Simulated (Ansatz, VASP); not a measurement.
# BN in VASP and in Ansatz

```
CELL_PARAMETERS angstrom
2.57967 0.00000 0.00000
-1.28984 2.15498 0.00000
0.00000 0.00000 7.20975
ATOMIC_POSITIONS crystal
B 0.33973 0.67947 0.25000
B 0.66027 0.32053 0.75000
N 0.32473 0.64947 0.75000
N 0.67527 0.35053 0.25000
```

Change from the starting cell: normal strain along x +0.0367, normal strain along z +0.1100.

Alike in both runs: functional LDA; k mesh 12 × 12 × 4; occupations gaussian, width 0.05 eV; no spin polarisation.

Ansatz relaxed the structure, and its values are those at the end. VASP's run is a single point on that final structure, the one shown.

```csv
,VASP,Ansatz
version,VASP 6.6.1,Ansatz 0.2.0
potentials or method,"VASP PAW LDA potentials, release 64 (B, N), cutoff 520 eV","scalar-relativistic, plane waves, PAW"
valence electrons in the cell,16,16
```

Ansatz gave:

* gap on the k mesh at the Fermi level (eV): 4.11
* least direct gap on the mesh (eV): 4.45
* pressure (GPa): -11.9
* rms of the force components (eV/Å): 0.003

Problem. What did VASP give for the same quantities?

Solution. gap on the k mesh at the Fermi level (eV): 4.10; least direct gap on the mesh (eV): 4.44; pressure (GPa): -11.4; rms of the force components (eV/Å): 0.006.

Ansatz warns that its potentials were made for another functional, while VASP's fit it. LDA's correlation is that of Perdew and Zunger in VASP and of Perdew and Wang (1992) in Ansatz. Ansatz's warnings: stress scf threshold loose.
